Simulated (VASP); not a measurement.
# GaN (P2_13) in VASP: relaxation of cell and atoms with PBE

Aim: the relaxation of cell and atoms of GaN with PBE.

Program: VASP 6.6.1. These are calculated values, not measurements. Logs are shortened: lines on timing, memory, paths and dates and some standing lists are left out, and cuts for length are marked.

**1. The cell of the first run**

Symmetry: P2_13, No. 198, cubic system. The conventional cell has a = 4.447 Å, b = 4.447 Å, c = 4.447 Å, α = 90.00°, β = 90.00°, γ = 90.00°. Ga (site symmetry 3) has 7 N at 2.23 to 2.50 Å and 6 Ga at 2.73 Å within 2.9 Å. Within 2.9 Å of N (site symmetry 3) lie 7 Ga at 2.23 to 2.50 Å and 6 N at 2.75 Å.

**2. Relaxation of cell and atoms, PBE**

INCAR

```
  ALGO = Normal
  EDIFF = 1E-6
  EDIFFG = -0.04
  ENCUT = 600
  GGA = PE
  IBRION = 2
  ISIF = 3
  ISMEAR = 0
  LASPH = True
  LCHARG = False
  LREAL = False
  LWAVE = False
  NELM = 60
  NSW = 90
  PREC = Accurate
  SIGMA = 0.1
```

KPOINTS

```
k-points
0
Gamma
  4 4 4
```

POSCAR

```
GaN
1.0
    4.4468038801      0.0000000000      0.0000000000
    0.0000000000      4.4468038801      0.0000000000
    0.0000000000      0.0000000000      4.4468038801
Ga N
4 4
Direct
    0.1340000000      0.1340000000      0.1340000000
    0.3660000000      0.8660000000      0.6340000000
    0.6340000000      0.3660000000      0.8660000000
    0.8660000000      0.6340000000      0.3660000000
    0.8445000000      0.8445000000      0.8445000000
    0.6555000000      0.1555000000      0.3445000000
    0.3445000000      0.6555000000      0.1555000000
    0.1555000000      0.3445000000      0.6555000000
```

Potentials or basis: VASP PAW PBE potentials, release 64 (Ga_d, N).

Started as:

```console
$ cat potpaw_PBE.64/Ga_d/POTCAR potpaw_PBE.64/N/POTCAR > POTCAR
$ mpirun -np 1 vasp_std > vasp.out
```

OUTCAR:

```text
EDIFF = 1E-6
   EDIFFG = -0.04
   ENCUT = 600
   GGA = PE
   IBRION = 2
   ISIF = 3
   ISMEAR = 0
   LASPH = True
   LREAL = False
   NELM = 60
   NSW = 90
   PREC = Accurate

 ion  position               nearest neighbor table
   1  0.134  0.134  0.134-   5 2.23   6 2.33   7 2.33   8 2.33   3 2.73   4 2.73   2 2.73   2 2.73
                             4 2.73   3 2.73
   2  0.366  0.866  0.634-   6 2.23   5 2.33   7 2.33   8 2.33   3 2.73   4 2.73   1 2.73   1 2.73
                             3 2.73   4 2.73
   3  0.634  0.366  0.866-   7 2.23   6 2.33   5 2.33   8 2.33   2 2.73   4 2.73   1 2.73   4 2.73
                             2 2.73   1 2.73
   4  0.866  0.634  0.366-   8 2.23   6 2.33   7 2.33   5 2.33   2 2.73   3 2.73   1 2.73   3 2.73
                             1 2.73   2 2.73
   5  0.844  0.844  0.844-   1 2.23   2 2.33   3 2.33   4 2.33
   6  0.656  0.156  0.344-   2 2.23   1 2.33   3 2.33   4 2.33
   7  0.344  0.656  0.156-   3 2.23   2 2.33   1 2.33   4 2.33
   8  0.156  0.344  0.656-   4 2.23   2 2.33   3 2.33   1 2.33

  LATTYP: Found a simple cubic cell.
 ALAT       =     4.4468038801

  Lattice vectors:

 A1 = (   4.4468038801,   0.0000000000,   0.0000000000)
 A2 = (   0.0000000000,   4.4468038801,   0.0000000000)
 A3 = (   0.0000000000,   0.0000000000,   4.4468038801)

Analysis of symmetry for initial positions (statically):
=====================================================================
 Subroutine PRICEL returns:
 Original cell was already a primitive cell.

 Routine SETGRP: Setting up the symmetry group for a
 simple cubic supercell.

 Subroutine GETGRP returns: Found 12 space group operations
 (whereof  3 operations were pure point group operations)
 out of a pool of 48 trial point group operations.

The static configuration has the point symmetry C_3 .
 The point group associated with its full space group is T   .

Analysis of symmetry for dynamics (positions and initial velocities):
=====================================================================
 Subroutine PRICEL returns:
 Original cell was already a primitive cell.

 Routine SETGRP: Setting up the symmetry group for a
 simple cubic supercell.

 Subroutine GETGRP returns: Found 12 space group operations
 (whereof  3 operations were pure point group operations)
 out of a pool of 48 trial point group operations.

The dynamic configuration has the point symmetry C_3 .
 The point group associated with its full space group is T   .

 Subroutine INISYM returns: Found 12 space group operations
 (whereof  3 operations are pure point group operations),
 and found     1 'primitive' translations

----------------------------------------------------------------------------------------

                                     Primitive cell

  volume of cell :      87.9314

  direct lattice vectors                    reciprocal lattice vectors
     4.446803880  0.000000000  0.000000000     0.224880617  0.000000000  0.000000000
     0.000000000  4.446803880  0.000000000     0.000000000  0.224880617  0.000000000
     0.000000000  0.000000000  4.446803880     0.000000000  0.000000000  0.224880617

  length of vectors
     4.446803880  4.446803880  4.446803880     0.224880617  0.224880617  0.224880617

  position of ions in fractional coordinates (direct lattice)
     0.134000000  0.134000000  0.134000000
     0.366000000  0.866000000  0.634000000
     0.634000000  0.366000000  0.866000000
     0.866000000  0.634000000  0.366000000
     0.844500000  0.844500000  0.844500000
     0.655500000  0.155500000  0.344500000
     0.344500000  0.655500000  0.155500000
     0.155500000  0.344500000  0.655500000

  ion indices of the primitive-cell ions
   primitive index   ion index
                 1           1
                 2           2
                 3           3
                 4           4
                 5           5
                 6           6
                 7           7
                 8           8

----------------------------------------------------------------------------------------

 KPOINTS: k-points

Automatic generation of k-mesh.
 Grid dimensions read from file:
 generate k-points for:    4    4    4

 Generating k-lattice:

  Cartesian coordinates                     Fractional coordinates (reciprocal lattice)
     0.056220154  0.000000000  0.000000000     0.250000000  0.000000000  0.000000000
     0.000000000  0.056220154  0.000000000     0.000000000  0.250000000  0.000000000
     0.000000000  0.000000000  0.056220154     0.000000000  0.000000000  0.250000000

  Length of vectors
     0.056220154  0.056220154  0.056220154

  Shift w.r.t. Gamma in fractional coordinates (k-lattice)
     0.000000000  0.000000000  0.000000000

 Subroutine IBZKPT returns following result:
 ===========================================

 Found     11 irreducible k-points:

 Following reciprocal coordinates:
            Coordinates               Weight
  0.000000  0.000000  0.000000      1.000000
  0.250000  0.000000  0.000000      6.000000
  0.500000  0.000000  0.000000      3.000000
  0.250000  0.250000  0.000000     12.000000
  0.500000  0.250000  0.000000      6.000000
 -0.250000  0.500000  0.000000      6.000000
  0.500000  0.500000  0.000000      3.000000
  0.250000  0.250000  0.250000      8.000000
  0.500000  0.250000  0.250000     12.000000
  0.500000  0.500000  0.250000      6.000000
  0.500000  0.500000  0.500000      1.000000
   k-points           NKPTS =     11   k-points in BZ     NKDIM =     11   number of bands    NBANDS=     43
   number of dos      NEDOS =    301   number of ions     NIONS =      8
   total plane-waves  NPLWV =  46656
   dimension x,y,z NGX =    36 NGY =   36 NGZ =   36
   dimension x,y,z NGXF=    72 NGYF=   72 NGZF=   72
   ions per type =               4   4
   NGX,Y,Z   is equivalent  to a cutoff of  13.46, 13.46, 13.46 a.u.
   NGXF,Y,Z  is equivalent  to a cutoff of  26.92, 26.92, 26.92 a.u.
 SYSTEM =  unknown system
   PREC   = accura    normal or accurate (medium, high low for compatibility)
   ISTART =      0    job   : 0-new  1-cont  2-samecut
   ICHARG =      2    charge: 1-file 2-atom 10-const
   ISPIN  =      1    spin polarized calculation?
   LNONCOLLINEAR =      F non collinear calculations
   LSORBIT =      F    spin-orbit coupling
   LASPH  =      T    aspherical Exc in radial PAW
   ENCUT  =  600.0 eV  44.10 Ry    6.64 a.u.   8.88  8.88  8.88*2*pi/ulx,y,z
   NELM   =     60;   NELMIN=  2; NELMDL= -5     # of ELM steps
   EDIFF  = 0.1E-05   stopping-criterion for ELM
   LREAL  =      F    real-space projection
   EDIFFG = -.4E-01   stopping-criterion for IOM
   NSW    =     90    number of steps for IOM
   IBRION =      2    ionic relax: 0-MD 1-quasi-New 2-CG
   NFREE  =      1    steps in history (QN), initial steepest desc. (CG)
   ISIF   =      3    stress and relaxation
   ISYM   =      2    0-nonsym 1-usesym 2-fastsym
   POTIM  = 0.5000    time-step for ionic-motion
   TEBEG  =    0.0;   TEEND  =   0.0 temperature during run
   PSTRESS=    0.0 pullay stress
   NELECT =      72.0000    total number of electrons
   NUPDOWN=      -1.0000    fix difference up-down
   EMIN   =  10.00;   EMAX   =-10.00  energy-range for DOS
   EFERMI =   0.00;   METHOD = LEGACY
   ISMEAR =     0;   SIGMA  =   0.10  broadening in eV -4-tet -1-fermi 0-gaus
   EFERMI_NEDOS =   21; number of points for ismear=-14 and -15
   IALGO  =     38    algorithm
   IMIX   =      4    mixing-type and parameters
     AMIX     =   0.40;   BMIX     =  1.00
     AMIX_MAG =   1.60;   BMIX_MAG =  1.00
  volume/ion in A,a.u.               =      10.99        74.17
  Fermi-wavevector in a.u.,A,eV,Ry     =   1.531573  2.894253 31.915400  2.345716
  Thomas-Fermi vector in A             =   2.638899
   LORBIT       =      0    0 simple, 1 ext, 2 COOP (PROOUT), +10 PAW based schemes
   GGA     = PE    functional components
   LHFCALC =     F    Hartree Fock is set to
   AEXX    =    0.0000 exact exchange contribution
   IVDW    =     0    specifies the selected vdW correction
   LEPSILON=     F    determine dielectric tensor
   LRPA    =     F    only Hartree local field effects (RPA)
 conjugate gradient relaxation of ions
 non-spin polarized calculation
 Gauss-broadening in eV      SIGMA  =   0.10
  energy-cutoff  :      600.00
  volume of cell :       87.93
 maximum number of plane-waves:      3016
   NGX = 17   NGY = 17   NGZ = 17

--------------------------------------- Ionic step        1  -------------------------------------------

 number of electron      72.0000035 magnetization

 Free energy of the ion-electron system (eV)
  ---------------------------------------------------
  ext. energy  EPLUGINS =         0.00000000
  ---------------------------------------------------
  free energy    TOTEN  =       -35.90370929 eV

  energy without entropy =      -35.89914252  energy(sigma->0) =      -35.90142590

------------------------ aborting loop because EDIFF is reached ----------------------------------------

  FORCE on cell =-STRESS in cart. coord.  units (eV):
  Direction    XX          YY          ZZ          XY          YZ          ZX
  --------------------------------------------------------------------------------------
  -------------------------------------------------------------------------------------
  Total       -3.2145807     -3.2145807     -3.2145807      0.0000000      0.0000000     -0.0000000
  in kB      -58.5721267    -58.5721267    -58.5721267      0.0000000      0.0000000     -0.0000000
  external PRESSURE =     -58.5721267 kB  Pullay stress =       0.0000000 kB
[... 1649 lines left out ...]
     42       9.4366      0.00000
     43       9.4366      0.00000

[... ionic steps 4 to 45 ...]

--------------------------------------- Ionic step       46  -------------------------------------------

 number of electron      72.0000058 magnetization

------------------------ aborting loop because EDIFF is reached ----------------------------------------

  FORCE on cell =-STRESS in cart. coord.  units (eV):
  Direction    XX          YY          ZZ          XY          YZ          ZX
  --------------------------------------------------------------------------------------
  -------------------------------------------------------------------------------------
  Total       -0.3946957     -0.3946957     -0.3946957     -0.0000000      0.0000000     -0.0000000
  in kB       -6.6962103     -6.6962103     -6.6962103     -0.0000000      0.0000000     -0.0000000
  external PRESSURE =      -6.6962103 kB  Pullay stress =       0.0000000 kB
[... 69 lines left out ...]
  energy  without entropy=      -48.6057867705  energy(sigma->0) =      -48.60578677

--------------------------------------- Ionic step       48  -------------------------------------------

 number of electron      72.0000091 magnetization

 Free energy of the ion-electron system (eV)
  ---------------------------------------------------
  ext. energy  EPLUGINS =         0.00000000
  ---------------------------------------------------
  free energy    TOTEN  =       -48.60879377 eV

  energy without entropy =      -48.60879377  energy(sigma->0) =      -48.60879377

 E-fermi :   5.4279     XC(G=0): -11.5152

 val. band max:        4.9770307983   @ k =   0.0000   0.0000   0.0000
 cond. band min:       6.5174472773   @ k =   0.0000   0.0000   0.0000
 fundamental gap:      1.5404164790
 Fermi energy:         5.4278919112

 k-point     1 :       0.0000    0.0000    0.0000
  band No.  band energies     occupation
      1     -10.7182      2.00000
      2      -9.7579      2.00000
      3      -9.7579      2.00000
      4      -9.7579      2.00000
      5      -8.4455      2.00000
      6      -8.4455      2.00000
[... 530 lines left out ...]
  FREE ENERGIE OF THE ION-ELECTRON SYSTEM (eV)
  ---------------------------------------------------
  free  energy   TOTEN  =       -48.6087937736 eV

  energy  without entropy=      -48.6087937736  energy(sigma->0) =      -48.60879377

 reached required accuracy - stopping structural energy minimisation
```

It took 18 min on 1 thread of Intel Xeon 6975P-C (Granite Rapids), shared host; peak memory 0.22 GiB.

Results:

```yaml
Free_energy: -48.6088 eV
Relaxed_volume: 11.77 Å³/atom
Relaxed_cell: a = 4.550 Å, b = 4.550 Å, c = 4.550 Å, α = 90.00°, β = 90.00°, γ = 90.00°
Space_group_after_relaxing_to_0.1_Å: F-43m (No. 216)
Pressure_after_relaxing: -0.1 GPa
Largest_force_after_relaxing: 0.029 eV/Å
Band_gap_on_the_k_mesh: 1.54 eV
```

Forces on the atoms (eV/Å):
```
Ga   0.008  0.008  0.008
Ga  -0.008 -0.008  0.008
Ga   0.008 -0.008 -0.008
Ga  -0.008  0.008 -0.008
N   -0.017 -0.017 -0.017
N    0.017  0.017 -0.017
N   -0.017  0.017  0.017
N    0.017 -0.017  0.017
```

Final structure:
```
Ga N
1.0
     4.54998    0.00000    0.00000
     0.00000    4.54998    0.00000
     0.00000    0.00000    4.54998
Ga N
4 4
Direct
  0.00002 0.00002 0.00002
  0.49998 0.99998 0.50002
  0.50002 0.49998 0.99998
  0.99998 0.50002 0.49998
  0.75024 0.75024 0.75024
  0.74976 0.24976 0.25024
  0.25024 0.74976 0.24976
  0.24976 0.25024 0.74976
```

Levels at points of the mesh, in eV from the valence-band top:
| k point | band 33 | band 34 | band 35 | band 36 | band 37 | band 38 | band 39 | band 40 |
| --- | --- | --- | --- | --- | --- | --- | --- | --- |
| (0.00, 0.00, 0.00) | -2.60 | 0.00 | 0.00 | 0.00 | 1.54 | 3.34 | 3.34 | 3.34 |
| (0.50, 0.00, 0.00) | -1.43 | -1.43 | -1.43 | -1.43 | 4.46 | 4.46 | 6.16 | 6.16 |
| (0.50, 0.50, 0.00) | -0.99 | -0.99 | -0.99 | -0.99 | 6.23 | 6.23 | 6.23 | 6.23 |
| (0.50, 0.50, 0.50) | -0.93 | -0.93 | -0.93 | -0.93 | 4.44 | 4.44 | 4.44 | 4.44 |
